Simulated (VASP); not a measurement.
Input of a VASP 6.6.1 run:

Contents of INCAR:

```
SYSTEM = CdSb2O2
PREC = Accurate ; ENCUT = 600
EDIFF = 1E-7 ; ISMEAR = 0
SIGMA = 0.1 ; LREAL = .False.
LASPH = .True. ; NELM = 60
ALGO = Normal ; ISIF = 3
LWAVE = .False. ; LCHARG = .False.
GGA = PE ; IBRION = 2
NSW = 100 ; EDIFFG = -0.01
```

File KPOINTS:

```
Automatic mesh
0
Gamma
  12 12 6
  0 0 0
```

The input POSCAR:

```
CdSb2O2
1.0
    3.9138699758      0.0000000000      0.0000000000
   -1.9569349879      3.3895108262      0.0000000000
    0.0000000000      0.0000000000      7.6361473735
Cd Sb O
1 2 2
Direct
    0.0000000000      0.0000000000      0.0000000000
    0.6666666667      0.3333333333      0.3121761188
    0.3333333333      0.6666666667      0.6878238812
    0.6666666667      0.3333333333      0.5908326340
    0.3333333333      0.6666666667      0.4091673660
```

Potentials or basis: VASP PAW PBE potentials, release 64 (Cd, Sb, O).

The run is started by

```console
$ cat potpaw_PBE.64/Cd/POTCAR potpaw_PBE.64/Sb/POTCAR potpaw_PBE.64/O/POTCAR > POTCAR
$ mpirun -np 1 vasp_std > vasp.out
```

Task: Predict the relaxed cell.

Result: a = 3.894 Å, b = 3.894 Å, c = 7.657 Å, α = 90.00°, β = 90.00°, γ = 120.00°.

Task: Estimate the space group after relaxing (to 0.1 Å).

Result: P-3m1 (No. 164).

The path:
```tsv
step	energy change (eV)	largest force (eV/Å)	pressure (GPa)	volume (Å³)
1	0.0000	0.1560	-0.71	101.30
2	-0.0021	0.0976	0.50	99.99
3	-0.0029	0.0789	0.09	100.44
4	-0.0037	0.0183	0.04	100.40
5	-0.0038	0.0147	0.02	100.38
6	-0.0038	0.0119	0.03	100.38
7	-0.0038	0.0109	0.01	100.43
8	-0.0039	0.0170	-0.07	100.57
9	-0.0039	0.0114	-0.05	100.56
10	-0.0039	0.0069	0.01	100.53
```
